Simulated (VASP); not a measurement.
**Mo: relaxation of cell and atoms with r2SCAN**

Mo:

```
Mo
1.0
     0.00000    2.72500    2.72500
     2.72500    0.00000    2.72500
     2.72500    2.72500    0.00000
Mo
2
Direct
  0.00000 0.00000 0.00000
  0.25000 0.25000 0.25000
```

| Item | Value |
| --- | --- |
| Program | VASP 6.6.1 |
| Task | relaxation of cell and atoms |
| Functional | r2SCAN |
| Potentials or basis | VASP PAW PBE potentials, release 64 (Mo_sv) |
| Cutoff | 600 eV |
| k mesh | 6 × 6 × 6 |
| Occupations | fermi-dirac, width 0.1 eV |
| Spin | no spin polarisation |
| Target pressure | 20 GPa |
| Dipole correction | no |
| Further INCAR settings | ALGO = Normal; EDIFF = 1e-06; IBRION = 2; EDIFFG = -0.01; NSW = 80; ISIF = 3 |

* Relaxed volume: 19.83 Å³/atom
* Relaxed cell: a = 3.828 Å, b = 3.828 Å, c = 3.828 Å, α = 60.00°, β = 60.00°, γ = 60.00°
* Space group after relaxing (to 0.05 Å): Fd-3m (No. 227)
* Energy change on relaxing (the enthalpy is what falls): +45.5 meV/atom
* Ionic steps: 3
* Pressure after relaxing: 19.9 GPa
* Band gap on the k mesh: zero (band 14 reaches 9.06 eV, above the bottom of band 15 at 8.56 eV)

Step by step:
```
step  energy change (eV)  largest force (eV/Å)  pressure (GPa)  volume (Å³)
   1              0.0000                0.0000           16.18        40.47
   2              0.3968                0.0000           30.71        37.71
   3              0.0910                0.0000           19.93        39.66
```

Final structure:
```cif
data_structure
_symmetry_space_group_name_H-M 'P 1'
_symmetry_Int_Tables_number 1
_cell_length_a 3.8279
_cell_length_b 3.8279
_cell_length_c 3.8279
_cell_angle_alpha 60.000
_cell_angle_beta 60.000
_cell_angle_gamma 60.000
_cell_volume 39.66
loop_
_atom_site_label
_atom_site_type_symbol
_atom_site_fract_x
_atom_site_fract_y
_atom_site_fract_z
_atom_site_occupancy
Mo1 Mo 0.00000 0.00000 0.00000 1
Mo2 Mo 0.25000 0.25000 0.25000 1
```

Levels at points of the mesh, in eV from the Fermi level:
```csv
k point,band 11,band 12,band 13,band 14,band 15,band 16,band 17,band 18
"(0.00, 0.00, 0.00)",-2.99,-1.73,-1.73,-1.73,1.54,1.54,1.54,5.40
"(0.50, 0.00, 0.00)",-2.67,-2.34,-2.16,-2.16,0.62,2.79,2.79,4.40
"(0.50, 0.50, 0.00)",-2.13,-2.13,0.35,0.35,0.45,0.45,4.74,4.74
```

Run time: 99 s on 1 thread of AMD EPYC 9R45 96-Core Processor (Zen 5), with other jobs on the host, peak memory 0.17 GiB.

Caveat: the cell is relaxed towards a set pressure, so the enthalpy falls and the energy may rise; the PAW data sets were made with another functional, which shifts forces and pressure a little.
